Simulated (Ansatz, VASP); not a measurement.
Given: the input of a run of VASP 6.6.1 on Al2Cu.

Contents of POSCAR:

```
Al2Cu
1.0
    4.1051820000      0.0000000000      0.0000000000
    0.0000000000      4.1051820000      0.0000000000
    0.0000000000      0.0000000000      2.8913130000
Cu Al
1 2
Direct
    0.0000000000      0.0000000000      0.0000000000
    0.0000000000      0.5000000000      0.5000000000
    0.5000000000      0.0000000000      0.5000000000
```

Contents of INCAR.step1:

```
PREC = Accurate ; ENCUT = 520
ISMEAR = -1 ; SIGMA = 0.05
LREAL = F ; LASPH = T
NELM = 80 ; NBANDS = 16
GGA = PE ; ALGO = Normal
EDIFF = 1E-4 ; LWAVE = T
LCHARG = F
```

File INCAR.step2:

```
PREC = Accurate ; ENCUT = 520
EDIFF = 1E-6 ; ISMEAR = -1
SIGMA = 0.05 ; LREAL = F
LASPH = T ; NELM = 80
ALGO = Normal ; ISIF = 2
LWAVE = F ; LCHARG = F
METAGGA = R2SCAN ; LMIXTAU = T
NBANDS = 16 ; ISTART = 1
```

Contents of KPOINTS:

```
Automatic mesh
0
Gamma
  7 7 9
```

Potentials or basis: VASP PAW PBE potentials, release 64 (Cu, Al).

Command:

```bash
$ cat potpaw_PBE.64/Cu/POTCAR potpaw_PBE.64/Al/POTCAR > POTCAR
$ cp INCAR.step1 INCAR
$ mpirun -np 1 vasp_std > vasp.out
$ cp INCAR.step2 INCAR
$ mpirun -np 1 vasp_std > vasp.out
```

**Question.** Translate it to Ansatz 0.2.0. Potentials there: Ansatz PAW.

**Answer.** As run (the cutoff follows the program's own potentials):

input.yaml

```yaml
crystal:
  lattice:
    - [4.105182, 0.0, 0.0]
    - [0.0, 4.105182, 0.0]
    - [0.0, 0.0, 2.891313]
  atoms:
    - { symbol: Cu, position: [0.0, 0.0, 0.0] }
    - { symbol: Al, position: [0.0, 0.5, 0.5] }
    - { symbol: Al, position: [0.5, 0.0, 0.5] }
hamiltonian:
  xc: r2scan
  pseudopotentials: { kind: paw }
kpoints:
  mp_grid: { grid: [7, 7, 9] }
scf:
  occupations: { method: fermi_dirac, width: 0.05 }
output:
  forces: true
  stress: true
  eigenvalues: true
```

Potentials or basis: Ansatz PAW.

Command:

```console
$ ansatz run input.yaml --threads 2 --pin off --max-ram 5632MiB --backend cpu --events-out ev --progress --plain --runs-dir out
```

Both were run:

|  | VASP | Ansatz | Ansatz less VASP |
| --- | --- | --- | --- |
| gap on the k mesh at the Fermi level (eV) | none | none | - |
| pressure (GPa) | -2.3 | -2.1 | +0.17 |
| traceless stress, the component that is largest in VASP (GPa) | -0.81 | -0.85 | -0.041 |

VASP's potentials were made for PBE, not for r2SCAN. A gap of «none» marks a metal or a gap that the smearing closes. VASP's potentials hold 17 valence electrons a cell and Ansatz's 25, so a difference there can come from the potentials and not from the codes.
